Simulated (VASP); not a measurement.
Runs of VASP 6.6.1 on NaF. The structure is that of space group Pm-3m (No. 221), or close to it. The cells are those of the table. 

```csv
task,level,potentials or basis,cell,k mesh,cutoff (eV),smearing,grid for exact exchange (PRECFOCK),gap on the mesh (eV),pressure (GPa)
relaxation of cell and atoms,LDA,"VASP PAW LDA potentials, release 64 (Na_pv, F)","relaxed from a = 2.865 Å, 2 atoms",8 × 8 × 8,600,fermi-dirac 0.02 eV,-,6.21,0.0
dielectric tensor,r2SCAN,"VASP PAW PBE potentials, release 64 (Na_pv, F)","a = 2.793 Å, 2 atoms",8 × 8 × 8,520,gaussian 0.01 eV,-,7.12,-
single point,PBEsol,"VASP PAW PBE potentials, release 64 (Na_pv, F)","a = 2.817 Å, 2 atoms",8 × 8 × 8,520,fermi-dirac 0.02 eV,-,5.82,(a)
single point,PBE0,"VASP PAW PBE potentials, release 64 (Na_pv, F)","a = 2.793 Å, 2 atoms",6 × 6 × 6,520,gaussian 0.01 eV,Normal,9.07,(b)
```

Alike in all rows: no spin polarisation.

Problem. Estimate the missing entries.

Solution. (a) -0.1; (b) 1.8.

Caveats: the PAW data sets were made with another functional, which shifts forces and pressure a little (some runs).

A k mesh can miss the band edges.
